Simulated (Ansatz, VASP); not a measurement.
## One calculation of KTlCr2F6, two programs

```xyz
10
Lattice="0.0000 4.1112 4.1112 4.1112 0.0000 4.1112 4.1112 4.1112 0.0000" Properties=species:S:1:pos:R:3 pbc="T T T"
F     1.9323    4.1112    4.1112
F     4.1112    1.9323    4.1112
F     6.2902    4.1112    4.1112
F     4.1112    6.2902    4.1112
F     4.1112    4.1112    1.9323
F     4.1112    4.1112    6.2902
K     4.1112    4.1112    4.1112
Cr    2.0556    2.0556    2.0556
Cr    6.1668    6.1668    6.1668
Tl    0.0000    0.0000    0.0000
```

Alike in both runs: task single point; functional r2SCAN; k mesh 4 × 4 × 4; occupations fermi-dirac, width 0.0699 eV; no spin polarisation.

|  | VASP | Ansatz |
| --- | --- | --- |
| version | VASP 6.6.1 | Ansatz 0.2.0 |
| potentials or method | VASP PAW PBE potentials, release 64 (F, K_sv, Cr_pv, Tl_d), cutoff 520 eV | PAW plane waves |
| valence electrons in the cell | 88 | 92 |

Ansatz gave:

| Property | Result |
| --- | --- |
| gap on the k mesh at the Fermi level (eV) | none |
| rms of the force components (eV/Å) | 1.685 |

**Question.** What did VASP give for the same quantities?

**Answer.** gap on the k mesh at the Fermi level (eV): none; rms of the force components (eV/Å): 1.721.

VASP's potentials were made for PBE, not for r2SCAN. Atom by atom the forces differ by 0.036 eV/Å (rms over components). A gap of «none» marks a metal or a gap that the smearing closes. VASP's potentials hold 88 valence electrons a cell and Ansatz's 92, so a difference there can come from the potentials and not from the codes.

Neither program's run includes spin-orbit coupling.
